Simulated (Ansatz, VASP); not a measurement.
## KCl in VASP and in Ansatz

File POSCAR:

```
KCl
1.0
    0.0000000000      3.1464700000      3.1464700000
    3.1464700000      0.0000000000      3.1464700000
    3.1464700000      3.1464700000      0.0000000000
K Cl
1 1
Direct
    0.0000000000      0.0000000000      0.0000000000
    0.5000000000      0.5000000000      0.5000000000
```

The input INCAR.step1:

```
PREC = Accurate
ENCUT = 520
EDIFF = 1E-5
ISMEAR = -1
SIGMA = 0.05
LREAL = False
LASPH = True
NELM = 60
ALGO = Normal
ISIF = 2
LWAVE = True
GGA = PE
NBANDS = 15
```

INCAR.step2

```
PREC = Accurate
ENCUT = 520
EDIFF = 1E-6
ISMEAR = -1
SIGMA = 0.05
LREAL = False
LASPH = True
NELM = 60
ALGO = Normal
ISIF = 2
LWAVE = False
LCHARG = True
GGA = PE
LHFCALC = True
AEXX = 0.15
PRECFOCK = Normal
LELF = True
LVHAR = True
ISTART = 1
NBANDS = 15
```

KPOINTS

```
regular mesh
0
Gamma
  4 4 4
```

input.yaml

```yaml
crystal:
  lattice:
    - [0.0, 3.14647, 3.14647]
    - [3.14647, 0.0, 3.14647]
    - [3.14647, 3.14647, 0.0]
  atoms:
    - { symbol: K, position: [0.0, 0.0, 0.0] }
    - { symbol: Cl, position: [0.5, 0.5, 0.5] }
hamiltonian:
  xc: { exchange: pbe, correlation: pbe, exx: { coeff: 0.15 } }
  pseudopotentials: { kind: paw }
kpoints:
  mp_grid: { grid: [4, 4, 4] }
scf:
  occupations: { method: fermi_dirac, width: 0.05 }
output:
  forces: true
  stress: true
  eigenvalues: true
  write_density: true
  write_potential: true
  elf: true
  volumetric_format: npy
```

Alike in both runs: task single point; functional PBE-based global hybrid with a share of 0.15 of exact exchange; k mesh 4 × 4 × 4; occupations fermi-dirac, width 0.05 eV; no spin polarisation.

|  | VASP | Ansatz |
| --- | --- | --- |
| version | VASP 6.6.1 | Ansatz 0.2.0 |
| potentials or method | VASP PAW PBE potentials, release 64 (K_sv, Cl) | Ansatz PAW |
| plane-wave cutoff (eV) | 520 | 420 |
| valence electrons in the cell | 16 | 16 |

Ansatz gave:

```
gap on the k mesh at the Fermi level (eV) : 6.41
least direct gap on the mesh (eV)         : 6.41
pressure (GPa)                            : 0.6
```

Task: What did VASP give for the same quantities?

Result: gap on the k mesh at the Fermi level (eV): 6.42; least direct gap on the mesh (eV): 6.42; pressure (GPa): 0.6.

VASP's potentials were made for PBE, not for PBE-based global hybrid.

The k mesh is coarse, so the values compare programs but aren't converged.
